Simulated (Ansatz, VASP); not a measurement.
One calculation of BAs, two programs

```xyz
4
Lattice="3.3660 0.0000 0.0000 -1.6830 2.9151 0.0000 0.0000 0.0000 7.9947" Properties=species:S:1:pos:R:3 pbc="T T T"
B     0.0000    0.0000    0.0000
B     0.0000    1.9434    3.9973
As    0.0000    1.9434    0.0000
As    1.6830    0.9717    3.9973
```

Alike in both runs: functional r2SCAN; k mesh 9 × 9 × 4; occupations gaussian, width 0.02 eV; no spin polarisation.

Ansatz relaxed the structure, and its values are those at the end. VASP's run is a single point on that final structure, the one shown.

|  | VASP | Ansatz |
| --- | --- | --- |
| version | VASP 6.6.1 | Ansatz 0.2.0 |
| potentials or method | VASP PAW PBE potentials, release 64 (B, As), cutoff 520 eV | scalar-relativistic, plane waves, PAW |
| valence electrons in the cell | 16 | 36 |

```csv
,VASP,Ansatz,Ansatz less VASP
gap on the k mesh at the Fermi level (eV),0.82,0.82,0.000
least direct gap on the mesh (eV),0.89,0.89,-0.001
pressure (GPa),0.3,0.0,-0.25
```

VASP's potentials were made for PBE, not for r2SCAN. VASP's potentials hold 16 valence electrons a cell and Ansatz's 36, so a difference there can come from the potentials and not from the codes.
